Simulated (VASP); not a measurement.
# Ti (Im-3m) in VASP: further runs

Aim: see how the results for Ti move with the level of theory and the settings. Levels: r2SCAN0, B3LYP. Tasks: single point.

Everything below comes from runs of VASP 6.6.1. Logs are shortened: lines on timing, memory, paths and dates and some standing lists are left out, and cuts for length are marked.

## (1) The cell of the first run

Symmetry: Im-3m, No. 229, cubic system. The conventional cell has a = 3.282 Å, b = 3.282 Å, c = 3.282 Å, α = 90.00°, β = 90.00°, γ = 90.00°. Ti (site symmetry m-3m) has 14 Ti at 2.84 to 3.28 Å within 3.7 Å.

This isn't the form of Ti at room conditions, which is hcp.

## (2) Single point, r2SCAN0

Input file POSCAR:

```
Ti
1.0
   -1.6410000000      1.6410000000      1.6410000000
    1.6410000000     -1.6410000000      1.6410000000
    1.6410000000      1.6410000000     -1.6410000000
Ti
1
Direct
    0.0000000000      0.0000000000      0.0000000000
```

Input file INCAR.step1:

```
  ALGO = Normal
  EDIFF = 1E-5
  ENCUT = 520
  GGA = PE
  ISIF = 2
  ISMEAR = -1
  LASPH = T
  LCHARG = F
  LREAL = F
  LWAVE = T
  NBANDS = 12
  NELM = 60
  PREC = Accurate
  SIGMA = 0.05
```

Input file INCAR.step2:

```
  AEXX = 0.25
  ALGO = Normal
  EDIFF = 1E-6
  ENCUT = 520
  ISIF = 2
  ISMEAR = -1
  ISTART = 1
  LASPH = T
  LCHARG = F
  LHFCALC = T
  LMIXTAU = T
  LREAL = F
  LWAVE = F
  METAGGA = R2SCAN
  NBANDS = 12
  NELM = 60
  PREC = Accurate
  PRECFOCK = Normal
  SIGMA = 0.05
```

Input file KPOINTS:

```
k-points
0
Gamma
  6 6 6
```

Potentials or basis: VASP PAW PBE potentials, release 64 (Ti_sv).

Command:

```
$ cat potpaw_PBE.64/Ti_sv/POTCAR > POTCAR
$ cp INCAR.step1 INCAR
$ mpirun -np 1 vasp_std > vasp.out
$ cp INCAR.step2 INCAR
$ mpirun -np 1 vasp_std > vasp.out
```

OUTCAR:

```text
AEXX = 0.25
   EDIFF = 1E-6
   ENCUT = 520
   ISIF = 2
   ISMEAR = -1
   ISTART = 1
   LASPH = T
   LHFCALC = T
   LREAL = F
   METAGGA = R2SCAN
   NELM = 60
   PREC = Accurate
   PRECFOCK = Normal

 ion  position               nearest neighbor table
   1  0.000  0.000  0.000-

  LATTYP: Found a body centered cubic cell.
 ALAT       =     3.2820000000

  Lattice vectors:

 A1 = (  -1.6410000000,   1.6410000000,   1.6410000000)
 A2 = (   1.6410000000,  -1.6410000000,   1.6410000000)
 A3 = (   1.6410000000,   1.6410000000,  -1.6410000000)

Analysis of symmetry for initial positions (statically):
=====================================================================
 Subroutine PRICEL returns:
 Original cell was already a primitive cell.

 Routine SETGRP: Setting up the symmetry group for a
 body centered cubic supercell.

 Subroutine GETGRP returns: Found 48 space group operations
 (whereof 48 operations were pure point group operations)
 out of a pool of 48 trial point group operations.

The static configuration has the point symmetry O_h .

Analysis of symmetry for dynamics (positions and initial velocities):
=====================================================================
 Subroutine PRICEL returns:
 Original cell was already a primitive cell.

 Routine SETGRP: Setting up the symmetry group for a
 body centered cubic supercell.

 Subroutine GETGRP returns: Found 48 space group operations
 (whereof 48 operations were pure point group operations)
 out of a pool of 48 trial point group operations.

The dynamic configuration has the point symmetry O_h .

 Subroutine INISYM returns: Found 48 space group operations
 (whereof 48 operations are pure point group operations),
 and found     1 'primitive' translations

----------------------------------------------------------------------------------------

                                     Primitive cell

  volume of cell :      17.6761

  direct lattice vectors                    reciprocal lattice vectors
    -1.641000000  1.641000000  1.641000000     0.000000000  0.304692261  0.304692261
     1.641000000 -1.641000000  1.641000000     0.304692261  0.000000000  0.304692261
     1.641000000  1.641000000 -1.641000000     0.304692261  0.304692261  0.000000000

  length of vectors
     2.842295375  2.842295375  2.842295375     0.430899928  0.430899928  0.430899928

  position of ions in fractional coordinates (direct lattice)
     0.000000000  0.000000000  0.000000000

  ion indices of the primitive-cell ions
   primitive index   ion index
                 1           1

----------------------------------------------------------------------------------------

 KPOINTS: k-points

Automatic generation of k-mesh.
 Grid dimensions read from file:
 generate k-points for:    6    6    6

 Generating k-lattice:

  Cartesian coordinates                     Fractional coordinates (reciprocal lattice)
     0.000000000  0.050782043  0.050782043     0.166666667  0.000000000  0.000000000
     0.050782043  0.000000000  0.050782043     0.000000000  0.166666667  0.000000000
     0.050782043  0.050782043  0.000000000     0.000000000  0.000000000  0.166666667

  Length of vectors
     0.071816655  0.071816655  0.071816655

  Shift w.r.t. Gamma in fractional coordinates (k-lattice)
     0.000000000  0.000000000  0.000000000

 Subroutine IBZKPT returns following result:
 ===========================================

 Found     16 irreducible k-points:

 Following reciprocal coordinates:
            Coordinates               Weight
  0.000000  0.000000  0.000000      1.000000
  0.166667  0.000000  0.000000     12.000000
  0.333333  0.000000  0.000000     12.000000
  0.500000  0.000000  0.000000      6.000000
  0.166667  0.166667  0.000000     24.000000
  0.333333  0.166667  0.000000     48.000000
[... 8 lines left out ...]
  0.500000  0.500000  0.333333     12.000000
  0.500000  0.500000  0.500000      1.000000
   k-points           NKPTS =     16   k-points in BZ     NKDIM =    216   number of bands    NBANDS=     12
   number of dos      NEDOS =    301   number of ions     NIONS =      1
   total plane-waves  NPLWV =  13824
   dimension x,y,z NGX =    24 NGY =   24 NGZ =   24
   dimension x,y,z NGXF=    48 NGYF=   48 NGZF=   48
   ions per type =               1
   NGX,Y,Z   is equivalent  to a cutoff of  14.04, 14.04, 14.04 a.u.
   NGXF,Y,Z  is equivalent  to a cutoff of  28.08, 28.08, 28.08 a.u.
 SYSTEM =  unknown system
   PREC   = accura    normal or accurate (medium, high low for compatibility)
   ISTART =      1    job   : 0-new  1-cont  2-samecut
   ICHARG =      0    charge: 1-file 2-atom 10-const
   ISPIN  =      1    spin polarized calculation?
   LNONCOLLINEAR =      F non collinear calculations
   LSORBIT =      F    spin-orbit coupling
   LASPH  =      T    aspherical Exc in radial PAW
   ENCUT  =  520.0 eV  38.22 Ry    6.18 a.u.   5.28  5.28  5.28*2*pi/ulx,y,z
   NELM   =     60;   NELMIN=  2; NELMDL=  0     # of ELM steps
   EDIFF  = 0.1E-05   stopping-criterion for ELM
   LREAL  =      F    real-space projection
   EDIFFG = 0.1E-04   stopping-criterion for IOM
   NSW    =      0    number of steps for IOM
   IBRION =     -1    ionic relax: 0-MD 1-quasi-New 2-CG
   NFREE  =      0    steps in history (QN), initial steepest desc. (CG)
   ISIF   =      2    stress and relaxation
   ISYM   =      3    0-nonsym 1-usesym 2-fastsym
   POTIM  = 0.5000    time-step for ionic-motion
   TEBEG  =    0.0;   TEEND  =   0.0 temperature during run
   PSTRESS=    0.0 pullay stress
   NELECT =      12.0000    total number of electrons
   NUPDOWN=      -1.0000    fix difference up-down
   EMIN   =  10.00;   EMAX   =-10.00  energy-range for DOS
   EFERMI =   0.00;   METHOD = LEGACY
   ISMEAR =    -1;   SIGMA  =   0.05  broadening in eV -4-tet -1-fermi 0-gaus
   EFERMI_NEDOS =   21; number of points for ismear=-14 and -15
   IALGO  =     38    algorithm
   IMIX   =      1    mixing-type and parameters
     AMIX     =   0.40;   BMIX     =  1.00
     AMIX_MAG =   1.60;   BMIX_MAG =  1.00
  volume/ion in A,a.u.               =      17.68       119.28
  Fermi-wavevector in a.u.,A,eV,Ry     =   1.438821  2.718977 28.166848  2.070205
  Thomas-Fermi vector in A             =   2.557745
   LORBIT       =      0    0 simple, 1 ext, 2 COOP (PROOUT), +10 PAW based schemes
   METAGGA = R2SCAN    functional components
   LHFCALC =     T    Hartree Fock is set to
   PRECFOCK=normal    Normal, Fast or Accurate (Low or Medium for compatibility)
   ENCUT4O =  -1.0   cutoff for four orbital integrals eV
   NKREDX  =     1    reduce k-point grid by
   NKREDY  =     1    reduce k-point grid by
   NKREDZ  =     1    reduce k-point grid by
   AEXX    =    0.2500 exact exchange contribution
   HFSCREEN=    0.0000 screening length (either q_TF or 0.3 A-1)
   HFSCREENC=   0.0000 screening length for correlation (either q_TF or 0.3 A-1)
   ENCUTFOCK=  -1.0 apply spherical cutoff to Coloumb kernel
   IVDW    =     0    specifies the selected vdW correction
   LEPSILON=     F    determine dielectric tensor
   LRPA    =     F    only Hartree local field effects (RPA)
 non-spin polarized calculation
  energy-cutoff  :      520.00
  volume of cell :       17.68
 maximum number of plane-waves:       490
 NGX is ok and might be reduce to    24
  NGX = 16; NGY = 16; NGZ = 16

 number of electron      12.0000001 magnetization

 Free energy of the ion-electron system (eV)
  ---------------------------------------------------
  ext. energy  EPLUGINS =         0.00000000
  ---------------------------------------------------
  free energy    TOTEN  =       -14.18275844 eV

  energy without entropy =      -14.16752038  energy(sigma->0) =      -14.17513941

 E-fermi :   7.9266     XC(G=0):  -9.5655

 val. band max:        7.9140586646   @ k =   0.3333   0.1667   0.0000
 cond. band min:       8.5276504691   @ k =   0.3333   0.0000   0.0000
 fundamental gap:      0.6135918045
 Fermi energy:         7.9266310277

 k-point     1 :       0.0000    0.0000    0.0000
  band No.  band energies     occupation
      1     -55.7031      2.00000
      2     -29.1753      2.00000
      3     -29.1753      2.00000
      4     -29.1753      2.00000
      5       0.1155      2.00000
      6      10.0873      0.00000
      7      10.0873      0.00000
      8      10.0873      0.00000
      9      11.8077      0.00000
     10      11.8077      0.00000
     11      26.9692      0.00000
     12      26.9692      0.00000

 k-point     2 :       0.1667    0.0000    0.0000
  band No.  band energies     occupation
      1     -55.6699      2.00000
      2     -29.3569      2.00000
      3     -29.2275      2.00000
      4     -29.1767      2.00000
      5       1.1550      2.00000
      6       9.5876      0.00000
      7       9.6994      0.00000
      8      10.7796      0.00000
      9      11.4618      0.00000
     10      11.8154      0.00000
     11      25.3423      0.00000
     12      26.4277      0.00000

 k-point     3 :       0.3333    0.0000    0.0000
  band No.  band energies     occupation
      1     -55.6029      2.00000
      2     -29.7065      2.00000
      3     -29.3304      2.00000
      4     -29.1795      2.00000
      5       3.5061      2.00000
      6       8.5277      0.00001
      7       8.5874      0.00000
      8      11.6841      0.00000
      9      11.9320      0.00000
     10      12.4450      0.00000
     11      20.8535      0.00000
     12      23.9277      0.00000

 k-point     4 :       0.5000    0.0000    0.0000
  band No.  band energies     occupation
      1     -55.5691      2.00000
      2     -29.8762      2.00000
      3     -29.3808      2.00000
      4     -29.1803      2.00000
      5       4.4961      2.00000
      6       7.5090      1.99953
      7       8.8232      0.00000
      8      11.8051      0.00000
      9      12.0596      0.00000
     10      13.5271      0.00000
     11      18.0731      0.00000
     12      22.6625      0.00000

 k-point     5 :       0.1667    0.1667    0.0000
  band No.  band energies     occupation
      1     -55.6198      2.00000
      2     -29.5924      2.00000
      3     -29.2979      2.00000
      4     -29.2150      2.00000
      5       2.9355      2.00000
      6       8.5610      0.00001
      7       8.9268      0.00000
      8      11.2717      0.00000
      9      12.0624      0.00000
     10      12.1481      0.00000
     11      23.2587      0.00000
     12      23.5710      0.00000
[... 108 lines left out ...]
      1     -55.5359      2.00000
      2     -29.7224      2.00000
      3     -29.5569      2.00000
      4     -29.3383      2.00000
      5       5.6261      2.00000
      6       6.1790      2.00000
      7       9.0807      0.00000
      8      11.4107      0.00000
      9      12.4949      0.00000
     10      14.9494      0.00000
     11      19.4439      0.00000
     12      19.4922      0.00000

 k-point    14 :      -0.3333    0.3333    0.3333
  band No.  band energies     occupation
      1     -55.5278      2.00000
      2     -29.6274      2.00000
      3     -29.5106      2.00000
      4     -29.5105      2.00000
      5       5.0362      2.00000
      6       6.0761      2.00000
      7      11.0016      0.00000
      8      11.0016      0.00000
      9      12.3099      0.00000
     10      13.5139      0.00000
     11      21.4284      0.00000
     12      21.4285      0.00000

 k-point    15 :       0.5000    0.5000    0.3333
  band No.  band energies     occupation
      1     -55.5027      2.00000
      2     -29.6917      2.00000
      3     -29.5687      2.00000
      4     -29.5218      2.00000
      5       5.2609      2.00000
      6       5.2998      2.00000
      7      11.3079      0.00000
      8      11.5036      0.00000
      9      13.2763      0.00000
     10      16.1877      0.00000
     11      17.6042      0.00000
     12      19.6034      0.00000

 k-point    16 :       0.5000    0.5000    0.5000
  band No.  band energies     occupation
      1     -55.4805      2.00000
      2     -29.6288      2.00000
      3     -29.6288      2.00000
      4     -29.6288      2.00000
      5       4.7497      2.00000
      6       4.7497      2.00000
      7      13.1941      0.00000
      8      13.1941      0.00000
      9      13.1942      0.00000
     10      17.3104      0.00000
     11      17.3106      0.00000
     12      17.3106      0.00000

------------------------ aborting loop because EDIFF is reached ----------------------------------------

  FORCE on cell =-STRESS in cart. coord.  units (eV):
  Direction    XX          YY          ZZ          XY          YZ          ZX
  --------------------------------------------------------------------------------------
  -------------------------------------------------------------------------------------
  Total       -0.2973058     -0.2973058     -0.2973058     -0.0000000      0.0000000     -0.0000000
  in kB      -26.9481067    -26.9481067    -26.9481067     -0.0000000      0.0000000     -0.0000000
  external PRESSURE =     -26.9481067 kB  Pullay stress =       0.0000000 kB

 VOLUME and BASIS-vectors are now :
 -----------------------------------------------------------------------------
  energy-cutoff  :      520.00
  volume of cell :       17.68
      direct lattice vectors                 reciprocal lattice vectors
    -1.641000000  1.641000000  1.641000000     0.000000000  0.304692261  0.304692261
     1.641000000 -1.641000000  1.641000000     0.304692261  0.000000000  0.304692261
     1.641000000  1.641000000 -1.641000000     0.304692261  0.304692261  0.000000000

 POSITION                                       TOTAL-FORCE (eV/Angst)
 -----------------------------------------------------------------------------------
      0.00000      0.00000      0.00000         0.000000     -0.000000      0.000000
 -----------------------------------------------------------------------------------
    total drift:                                0.000000     -0.000000     -0.000000

  FREE ENERGIE OF THE ION-ELECTRON SYSTEM (eV)
  ---------------------------------------------------
  free  energy   TOTEN  =       -14.1827584415 eV

  energy  without entropy=      -14.1675203824  energy(sigma->0) =      -14.17513941
```

Run time: 13 min. Hardware: 1 thread of AMD EPYC 7R43 (Zen 3), shared host; peak memory 0.12 GiB.

Results:

```yaml
Free_energy: -14.1828 eV
Pressure: -2.7 GPa
Band_gap_on_the_k_mesh: zero (bands 6 and 7 overlap by 3.46 eV)
```

Caveat: the k points lie up to 0.45 Å⁻¹ apart, too coarse for converged energies and pressures of a metal; the PAW data sets were made with another functional, which shifts forces and pressure a little.

(Part 1 of 2 ends here.)
